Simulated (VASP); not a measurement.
Here is a VASP 6.6.1 calculation.

INCAR

```
SYSTEM = BaF2
ALGO = Normal
EDIFF = 1E-6
ENCUT = 600
GGA = PE
GGA_COMPAT = .FALSE.
ISIF = 2
ISMEAR = 0
LASPH = .TRUE.
LCHARG = .FALSE.
LREAL = .FALSE.
LWAVE = .FALSE.
NBANDS = 19
NELM = 120
PREC = Accurate
SIGMA = 0.023
```

File KPOINTS:

```
k-points
0
G
  8 8 8
  0 0 0
```

The input POSCAR:

```
BaF2
1.0
    0.0000000000      3.1000500000      3.1000500000
    3.1000500000      0.0000000000      3.1000500000
    3.1000500000      3.1000500000      0.0000000000
Ba F
1 2
Direct
    0.0000000000      0.0000000000      0.0000000000
    0.7500000000      0.7500000000      0.7500000000
    0.2500000000      0.2500000000      0.2500000000
```

Potentials or basis: VASP PAW PBE potentials, release 64 (Ba_sv, F).

Command:

```sh
$ cat potpaw_PBE.64/Ba_sv/POTCAR potpaw_PBE.64/F/POTCAR > POTCAR
$ mpirun -np 1 vasp_std > vasp.out
```

Problem. Estimate the band gap on the k mesh.

Solution. 6.76 eV (least direct gap 6.84 eV).

Problem. Estimate the pressure.

Solution. 2.3 GPa.

Caveat: spin-orbit coupling is left out, which moves the levels of the heavy elements. A k mesh can miss the band edges.
